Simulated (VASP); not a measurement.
## GaCuSe2: single point with r2SCAN

**The experiment to reproduce.**

From “Growth and anisotropy of transport properties of CuGaSe2 single crystals”, 2018, pmc:6251020, for a bulk crystal of GaCuSe2: band gap 1.7 eV.

Crystal: GaCuSe2.

```
CELL_PARAMETERS angstrom
-2.80955 2.80955 5.51300
2.80955 -2.80955 5.51300
2.80955 2.80955 -5.51300
ATOMIC_POSITIONS crystal
Ga 0.50000 0.50000 0.00000
Ga 0.25000 0.75000 0.50000
Cu 0.00000 0.00000 0.00000
Cu 0.75000 0.25000 0.50000
Se 0.37500 0.37562 0.50062
Se 0.62438 0.12500 0.99938
Se 0.87500 0.87438 0.49938
Se 0.12562 0.62500 0.00062
```

```yaml
Program: VASP 6.6.1
Task: single point
Functional: r2SCAN
Potentials_or_basis: VASP PAW PBE potentials, release 64 (Ga_d, Cu, Se)
Cutoff: 660 eV
k_mesh: 4 × 4 × 4
Occupations: gaussian, width 0.1 eV
Spin: no spin polarisation
Dipole_correction: no
Further_INCAR_settings: ALGO = Normal; EDIFF = 1e-06; NBANDS = 46
```

| Item | Value |
| --- | --- |
| Pressure | 0.4 GPa |
| Largest force | 0.222 eV/Å |
| Band gap on the k mesh | 0.63 eV |

Forces on the atoms (eV/Å):
```
Ga   0.000  0.000  0.000
Ga   0.000  0.000  0.000
Cu   0.000  0.000  0.000
Cu   0.000  0.000  0.000
Se  -0.222  0.000  0.000
Se   0.000  0.222  0.000
Se   0.222  0.000  0.000
Se   0.000 -0.222  0.000
```

Stress tensor (GPa, compression positive):
```
0.33 0.00 0.00
0.00 0.33 0.00
0.00 0.00 0.50
```

Levels at points of the mesh, in eV from the valence-band top:
| k point | band 32 | band 33 | band 34 | band 35 | band 36 | band 37 | band 38 | band 39 | band 40 | band 41 |
| --- | --- | --- | --- | --- | --- | --- | --- | --- | --- | --- |
| (0.00, 0.00, 0.00) | -1.61 | -1.48 | -0.13 | -0.13 | 0.00 | 0.63 | 2.16 | 2.52 | 4.30 | 4.30 |
| (0.50, 0.00, 0.00) | -1.33 | -1.32 | -1.19 | -1.07 | -0.54 | 2.47 | 2.86 | 3.54 | 4.51 | 4.54 |
| (0.50, 0.50, 0.00) | -1.33 | -0.80 | -0.80 | -0.49 | -0.49 | 1.49 | 1.49 | 3.71 | 3.71 | 5.02 |
| (0.50, 0.50, 0.50) | -1.21 | -1.19 | -1.19 | -0.90 | -0.90 | 2.10 | 2.10 | 2.22 | 2.22 | 3.28 |

Wall time 16 min on 1 thread of Intel Xeon 8259CL, with other jobs on the host, peak memory 0.63 GiB.

Against the measured gap of GaCuSe2, 1.7 eV (“Growth and anisotropy of transport properties of CuGaSe2 single crystals”, 2018, pmc:6251020), the calculated 0.63 eV is off by -1.07 eV. So large a miss can be the level of theory's own, or it may mean another phase, state or a wrong row. 2 values of this kind are on record in papers (1.7 to 1.72 eV); this one was drawn at random among those near their median. Spin-orbit coupling on Ga, Se is left out. The value is that of r2SCAN, without temperature or zero-point motion.

Caveat: semilocal functionals underestimate gaps, and a narrow one can read as zero; the PAW data sets were made with another functional, which shifts forces and pressure a little.
